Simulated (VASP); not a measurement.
## HgS: single point with PBEsol

HgS:

```
Hg S
1.0
     0.00000    2.91832    2.91832
     2.91832    0.00000    2.91832
     2.91832    2.91832    0.00000
Hg S
1 1
Cartesian
  0.0000 0.0000 0.0000
  4.3775 4.3775 4.3775
```

This cell differs from its parent crystal: volume scaled by 0.98.

- Program: VASP 6.6.1
- Task: single point
- Functional: PBEsol
- Potentials or basis: VASP PAW PBE potentials, release 64 (Hg, S)
- Cutoff: 500 eV
- k mesh: 8 × 8 × 8
- Occupations: gaussian, width 0.05 eV
- Spin: no spin polarisation

The pressure is 1.7 GPa and the band gap on the k mesh is zero (filled and empty bands touch).

Levels at points of the mesh, in eV from the Fermi level:
```
           k point  band 6  band 7  band 8  band 9  band 10  band 11  band 12  band 13
(0.00, 0.00, 0.00)   -6.26   -0.56   -0.02   -0.02    -0.02     5.90     5.90     5.90
(0.50, 0.00, 0.00)   -5.85   -5.67   -1.02   -1.02     1.49     6.65     6.65     6.81
(0.50, 0.50, 0.00)   -5.82   -4.97   -2.42   -2.42     3.15     3.25     8.39    10.19
```

It took 21 s on 1 thread of Intel Xeon 6975P-C, on a shared host, peak memory 0.18 GiB.

Caveat: the PAW data sets were made with another functional, which shifts forces and pressure a little; spin-orbit coupling is left out, which moves the levels of the heavy elements.
